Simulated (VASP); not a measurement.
## BePd: single point with LDA

BePd:

```
Be Pd
1.0
     2.92130    0.00000    0.00000
     0.00000    2.92130    0.00000
     0.00000    0.00000    2.92130
Be Pd
1 1
Direct
  0.00000 0.00000 0.00000
  0.50000 0.50000 0.50000
```

```yaml
Program: VASP 6.6.1
Task: single point
Functional: LDA
Potentials_or_basis: VASP PAW LDA potentials, release 64 (Be, Pd)
Cutoff: 520 eV
k_mesh: 8 × 8 × 8
Occupations: fermi-dirac, width 0.2 eV
Spin: no spin polarisation
Dipole_correction: no
Further_INCAR_settings: ALGO = Normal; EDIFF = 1e-07; NBANDS = 13
```

```yaml
Pressure: -22.0 GPa
Band_gap_on_the_k_mesh: zero (band 6 reaches 12.40 eV, above the bottom of band 7 at 6.88 eV)
```

Levels at points of the mesh, in eV from the Fermi level:
| k point | band 4 | band 5 | band 6 | band 7 | band 8 | band 9 |
| --- | --- | --- | --- | --- | --- | --- |
| (0.00, 0.00, 0.00) | -2.00 | -2.00 | -2.00 | 5.23 | 5.23 | 5.23 |
| (0.50, 0.00, 0.00) | -3.29 | -3.29 | -1.88 | -0.01 | 9.45 | 9.45 |
| (0.50, 0.50, 0.00) | -2.84 | -1.37 | -1.37 | -1.12 | 4.87 | 5.36 |
| (0.50, 0.50, 0.50) | -1.06 | -1.06 | 4.41 | 5.42 | 5.42 | 5.42 |

Run time: 15 s on 1 thread of Intel Xeon 8259CL, on a shared host, peak memory 0.13 GiB.
